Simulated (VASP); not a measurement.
# TaN (P6/mmm) in VASP: a series of runs, part 2 of 3

VASP 6.6.1. Earlier steps stand in the parts before.

**4. Single point, LDA+U, collinear spin, zero start**

File INCAR:

```
PREC = Accurate
ENCUT = 520
EDIFF = 1E-7
ISMEAR = 0
SIGMA = 0.05
LREAL = F
LASPH = T
NELM = 150
ALGO = Normal
ISIF = 2
LWAVE = F
LCHARG = F
ISPIN = 2
MAGMOM = 0 0 0 0 0 0
LORBIT = 11
LMAXMIX = 4
LDAU = T
LDAUTYPE = 2
LDAUL = 2 -1
LDAUU = 4 0
LDAUJ = 0 0
LDAUPRINT = 1
GGA = CA
NBANDS = 37
```

File KPOINTS:

```
regular mesh
0
Gamma
  4 4 7
```

File POSCAR:

```
TaN
1.0
    5.1850002000      0.0000000000      0.0000000000
   -2.5925001000      4.4903418900      0.0000000000
    0.0000000000      0.0000000000      2.9080005300
Ta N
3 3
Direct
    0.0000000000      0.0000000000      0.0000000000
    0.3333333333      0.6666666667      0.5000000000
    0.6666666667      0.3333333333      0.5000000000
    0.5000000000      0.0000000000      0.0000000000
    0.5000000000      0.5000000000      0.0000000000
    0.0000000000      0.5000000000      0.0000000000
```

Potentials or basis: VASP PAW LDA potentials, release 64 (Ta_pv, N).

Launch:

```bash
> cat potpaw_LDA.64/Ta_pv/POTCAR potpaw_LDA.64/N/POTCAR > POTCAR
> mpirun -np 1 vasp_std > vasp.out
```

OUTCAR:

```text
PREC = Accurate
   ENCUT = 520
   EDIFF = 1E-7
   ISMEAR = 0
   LREAL = F
   LASPH = T
   NELM = 150
   ISIF = 2
   ISPIN = 2
   LORBIT = 11
   GGA = CA

 ion  position               nearest neighbor table
   1  0.000  0.000  0.000-   5 2.59   6 2.59   6 2.59   5 2.59   4 2.59   4 2.59   2 3.33   3 3.33
                             2 3.33   3 3.33   2 3.33   2 3.33   3 3.33   3 3.33   2 3.33   3 3.33
   2  0.333  0.667  0.500-   4 2.09   4 2.09   6 2.09   6 2.09   5 2.09   5 2.09   3 2.99   3 2.99
                             3 2.99   1 3.33   1 3.33   1 3.33   1 3.33   1 3.33   1 3.33
   3  0.667  0.333  0.500-   4 2.09   4 2.09   6 2.09   6 2.09   5 2.09   5 2.09   2 2.99   2 2.99
                             2 2.99   1 3.33   1 3.33   1 3.33   1 3.33   1 3.33   1 3.33
   4  0.500  0.000  0.000-   2 2.09   3 2.09   2 2.09   3 2.09   1 2.59   1 2.59
   5  0.500  0.500  0.000-   2 2.09   3 2.09   2 2.09   3 2.09   1 2.59   1 2.59
   6  0.000  0.500  0.000-   2 2.09   3 2.09   2 2.09   3 2.09   1 2.59   1 2.59

  LATTYP: Found a hexagonal cell.
 ALAT       =     5.1850002000
 C/A-ratio  =     0.5608486823

  Lattice vectors:

 A1 = (   5.1850002000,   0.0000000000,   0.0000000000)
 A2 = (  -2.5925001000,   4.4903418900,   0.0000000000)
 A3 = (   0.0000000000,   0.0000000000,   2.9080005300)

Analysis of symmetry for initial positions (statically):
=====================================================================
 Subroutine PRICEL returns:
 Original cell was already a primitive cell.

 Routine SETGRP: Setting up the symmetry group for a
 hexagonal supercell.

 Subroutine GETGRP returns: Found 24 space group operations
 (whereof 24 operations were pure point group operations)
 out of a pool of 24 trial point group operations.

The static configuration has the point symmetry D_6h.

Analysis of symmetry for dynamics (positions and initial velocities):
=====================================================================
 Subroutine PRICEL returns:
 Original cell was already a primitive cell.

 Routine SETGRP: Setting up the symmetry group for a
 hexagonal supercell.

 Subroutine GETGRP returns: Found 24 space group operations
 (whereof 24 operations were pure point group operations)
 out of a pool of 24 trial point group operations.

The dynamic configuration has the point symmetry D_6h.

Analysis of structural, dynamic, and magnetic symmetry:
=====================================================================
 Subroutine PRICEL returns:
 Original cell was already a primitive cell.

 Routine SETGRP: Setting up the symmetry group for a
 hexagonal supercell.

 Subroutine GETGRP returns: Found 24 space group operations
 (whereof 24 operations were pure point group operations)
 out of a pool of 24 trial point group operations.

The overall configuration has the point symmetry D_6h.

 Subroutine INISYM returns: Found 24 space group operations
 (whereof 24 operations are pure point group operations),
 and found     1 'primitive' translations
[... 142 lines left out ...]

spin component  1
[... 83 lines left out ...]
  o =  0.2143  v =  0.0000  0.0000  0.0000  0.0000  0.0000  1.0000  0.0000  0.0000  0.0000  0.0000      0.0000  0.0000  0.0000  0.0000  0.0000  0.0000  0.0000  0.0000  0.0000  0.0000
  o =  0.2143  v =  0.0000  0.0000  0.0000  0.0000  0.0000  0.0000 -0.0000  0.0000  0.0000  1.0000      0.0000  0.0000  0.0000  0.0000  0.0000  0.0000  0.0000  0.0000  0.0000  0.0000
  o =  0.2143  v =  0.0000 -0.0000  0.0000  0.0000  1.0000  0.0000  0.0000  0.0000  0.0000  0.0000      0.0000  0.0000  0.0000  0.0000  0.0000  0.0000  0.0000  0.0000  0.0000  0.0000
  o =  0.2143  v =  1.0000  0.0000  0.0000  0.0000  0.0000  0.0000  0.0000  0.0000  0.0000  0.0000      0.0000  0.0000  0.0000  0.0000  0.0000  0.0000  0.0000  0.0000  0.0000  0.0000
  o =  0.2436  v =  0.0000 -1.0000  0.0000 -0.0000 -0.0000  0.0000  0.0000  0.0000  0.0000  0.0000      0.0000  0.0000  0.0000  0.0000  0.0000  0.0000  0.0000  0.0000  0.0000  0.0000
  o =  0.2436  v =  0.0000 -0.0000  0.0000  1.0000  0.0000  0.0000  0.0000  0.0000  0.0000  0.0000      0.0000  0.0000  0.0000  0.0000  0.0000  0.0000  0.0000  0.0000  0.0000  0.0000
  o =  0.2436  v =  0.0000  0.0000  0.0000  0.0000  0.0000  0.0000 -1.0000 -0.0000 -0.0000 -0.0000      0.0000  0.0000  0.0000  0.0000  0.0000  0.0000  0.0000  0.0000  0.0000  0.0000
  o =  0.2436  v =  0.0000  0.0000  0.0000  0.0000  0.0000  0.0000 -0.0000 -0.0000  1.0000 -0.0000      0.0000  0.0000  0.0000  0.0000  0.0000  0.0000  0.0000  0.0000  0.0000  0.0000
  o =  0.2663  v =  0.0000  0.0000  0.0000  0.0000  0.0000  0.0000  0.0000 -1.0000 -0.0000  0.0000      0.0000  0.0000  0.0000  0.0000  0.0000  0.0000  0.0000  0.0000  0.0000  0.0000
  o =  0.2663  v =  0.0000 -0.0000 -1.0000  0.0000  0.0000  0.0000  0.0000  0.0000  0.0000  0.0000      0.0000  0.0000  0.0000  0.0000  0.0000  0.0000  0.0000  0.0000  0.0000  0.0000

 number of electron      48.0000007 magnetization      -0.0000067

 Free energy of the ion-electron system (eV)
  ---------------------------------------------------
  ext. energy  EPLUGINS =         0.00000000
  ---------------------------------------------------
  free energy    TOTEN  =       -60.55623620 eV

  energy without entropy =      -60.55507468  energy(sigma->0) =      -60.55565544

 E-fermi :   8.5865     XC(G=0): -13.3026

 val. band max:        8.5376248284   @ k =   0.2500   0.0000   0.4286
 cond. band min:       8.7867428548   @ k =   0.0000   0.0000   0.2857
 fundamental gap:      0.2491180264
 Fermi energy:         8.5865206840

 spin component 1

 k-point     1 :       0.0000    0.0000    0.0000
  band No.  band energies     occupation
      1     -28.2521      1.00000
      2     -28.2521      1.00000
      3     -27.9209      1.00000
      4     -27.9209      1.00000
      5     -27.6375      1.00000
      6     -27.6375      1.00000
[... 613 lines left out ...]
     35      14.6592      0.00000
     36      15.5299      0.00000
 Fermi energy:         8.5865206840

 spin component 2

 k-point     1 :       0.0000    0.0000    0.0000
  band No.  band energies     occupation
      1     -28.2521      1.00000
      2     -28.2521      1.00000
      3     -27.9209      1.00000
      4     -27.9209      1.00000
      5     -27.6375      1.00000
      6     -27.6375      1.00000
[... 613 lines left out ...]
     35      14.6592      0.00000
     36      15.5299      0.00000
 [bands above 36 left out]

------------------------ aborting loop because EDIFF is reached ----------------------------------------

  FORCE on cell =-STRESS in cart. coord.  units (eV):
  Direction    XX          YY          ZZ          XY          YZ          ZX
  --------------------------------------------------------------------------------------
  -------------------------------------------------------------------------------------
  Total        3.5657333      3.5657333      4.2349359      0.0000000     -0.0000000      0.0000000
  in kB       84.3794660     84.3794660    100.2154664      0.0000000     -0.0000000      0.0000000
  external PRESSURE =      89.6581328 kB  Pullay stress =       0.0000000 kB

 VOLUME and BASIS-vectors are now :
 -----------------------------------------------------------------------------
  energy-cutoff  :      520.00
  volume of cell :       67.71
      direct lattice vectors                 reciprocal lattice vectors
     5.185000200  0.000000000  0.000000000     0.192864023  0.111350096  0.000000000
    -2.592500100  4.490341890  0.000000000     0.000000000  0.222700192  0.000000000
     0.000000000  0.000000000  2.908000530     0.000000000  0.000000000  0.343878892

 POSITION                                       TOTAL-FORCE (eV/Angst)
 -----------------------------------------------------------------------------------
      0.00000      0.00000      0.00000         0.000000      0.000000     -0.000000
     -0.00000      2.99356      1.45400        -0.000000      0.000000      0.000000
      2.59250      1.49678      1.45400         0.000000     -0.000000     -0.000000
      2.59250      0.00000      0.00000         0.000000      0.000000     -0.000000
      1.29625      2.24517      0.00000         0.000000      0.000000     -0.000000
     -1.29625      2.24517      0.00000         0.000000      0.000000     -0.000000
 -----------------------------------------------------------------------------------
    total drift:                               -0.000000      0.000000     -0.000000

  FREE ENERGIE OF THE ION-ELECTRON SYSTEM (eV)
  ---------------------------------------------------
  free  energy   TOTEN  =       -60.5562361988 eV

  energy  without entropy=      -60.5550746783  energy(sigma->0) =      -60.55565544

 total charge

# of ion       s       p       d       tot
------------------------------------------
    1        0.295   6.134   2.117   8.546
    2        0.337   6.328   2.310   8.975
    3        0.337   6.328   2.310   8.975
    4        1.239   2.562   0.000   3.801
    5        1.239   2.562   0.000   3.801
    6        1.239   2.562   0.000   3.801
--------------------------------------------------
tot          4.687  26.475   6.737  37.898

 magnetization (x)

# of ion       s       p       d       tot
------------------------------------------
    1       -0.000  -0.000  -0.000  -0.000
    2        0.000  -0.000   0.000   0.000
    3        0.000  -0.000   0.000   0.000
    4        0.000   0.000   0.000   0.000
    5        0.000   0.000   0.000   0.000
    6        0.000   0.000   0.000   0.000
--------------------------------------------------
tot          0.000   0.000   0.000   0.000
```

It took 44 s on 1 thread of Intel Xeon Platinum 8488C (Sapphire Rapids), shared host; peak memory 0.21 GiB.

What came out:

| Property | Result |
| --- | --- |
| Free energy | -60.5562 eV |
| Pressure | 9.0 GPa |
| Band gap on the k mesh | zero (filled and empty bands overlap) |
| Net moment | 0.00 μB per cell |
| Valence electrons inside the program's atomic spheres | Ta 8.55, 8.97 (each value once); N 3.80 |

Eigenvalues of the final occupation matrices:
```tsv
site	spin	trace	eigenvalues
site 1 d	1	1.08	0.16 0.16 0.25 0.25 0.26
site 1 d	2	1.08	0.16 0.16 0.25 0.25 0.26
site 2 d	1	1.18	0.21 0.21 0.24 0.24 0.27
site 2 d	2	1.18	0.21 0.21 0.24 0.24 0.27
site 3 d	1	1.18	0.21 0.21 0.24 0.24 0.27
site 3 d	2	1.18	0.21 0.21 0.24 0.24 0.27
```

Caveat: the cell stands under pressure; spin-orbit coupling is left out, which moves the levels of the heavy elements.

**5. Single point, LDA+U, collinear spin**

File INCAR:

```
  PREC = Accurate
  ENCUT = 520
  EDIFF = 1E-6
  ISMEAR = 0
  SIGMA = 0.05
  LREAL = False
  LASPH = True
  NELM = 150
  ALGO = Normal
  ISIF = 2
  LWAVE = False
  LCHARG = True
  ISPIN = 2
  MAGMOM = 2 2 2 0 0 0
  LORBIT = 11
  LMAXMIX = 4
  LDAU = True
  LDAUTYPE = 2
  LDAUL = 2 -1
  LDAUU = 4 0
  LDAUJ = 0 0
  LDAUPRINT = 1
  LELF = True
  LVHAR = True
  NBANDS = 37
```

File KPOINTS:

```
Automatic mesh
0
Gamma
  4 4 7
```

POSCAR is that of step 4.

Launch:

```bash
> cat potpaw_LDA.64/Ta_pv/POTCAR potpaw_LDA.64/N/POTCAR > POTCAR
> mpirun -np 1 vasp_std > vasp.out
```

It took 43 s on 1 thread of Intel Xeon Platinum 8488C (Sapphire Rapids), shared host; peak memory 0.21 GiB.

The run converged. Its results:

- Free energy: -60.5562 eV
- Pressure: 9.0 GPa
- Band gap on the k mesh: zero (filled and empty bands overlap)
- Net moment: 0.00 μB per cell
- Valence electrons inside the program's atomic spheres: Ta 8.55, 8.97 (each value once); N 3.80

Stress tensor (GPa, compression positive):
```
 8.43  0.00  0.00
 0.00  8.43  0.00
 0.00  0.00 10.01
```

Levels at points of the mesh, in eV from the Fermi level:
Spin up:
```
           k point  band 20  band 21  band 22  band 23  band 24  band 25  band 26  band 27  band 28  band 29
(0.00, 0.00, 0.00)    -3.12    -3.12    -2.71    -2.10    -1.11    -1.11     0.89     0.89     1.00     2.38
(0.50, 0.00, 0.00)    -4.73    -3.55    -3.03    -1.86    -0.66     1.42     1.95     2.00     2.36     2.45
```
Spin down:
| k point | band 22 | band 23 | band 24 | band 25 | band 26 | band 27 |
| --- | --- | --- | --- | --- | --- | --- |
| (0.00, 0.00, 0.00) | -2.71 | -2.10 | -1.11 | -1.11 | 0.89 | 0.89 |
| (0.50, 0.00, 0.00) | -3.03 | -1.86 | -0.66 | 1.42 | 1.95 | 2.00 |

Eigenvalues of the final occupation matrices:
```csv
site,spin,trace,eigenvalues
site 1 d,1,1.08,0.16 0.16 0.25 0.25 0.26
site 1 d,2,1.08,0.16 0.16 0.25 0.25 0.26
site 2 d,1,1.18,0.21 0.21 0.24 0.24 0.27
site 2 d,2,1.18,0.21 0.21 0.24 0.24 0.27
site 3 d,1,1.18,0.21 0.21 0.24 0.24 0.27
site 3 d,2,1.18,0.21 0.21 0.24 0.24 0.27
```

Caveat: the cell stands under pressure; spin-orbit coupling is left out, which moves the levels of the heavy elements.

(Part 2 of 3 ends here.)
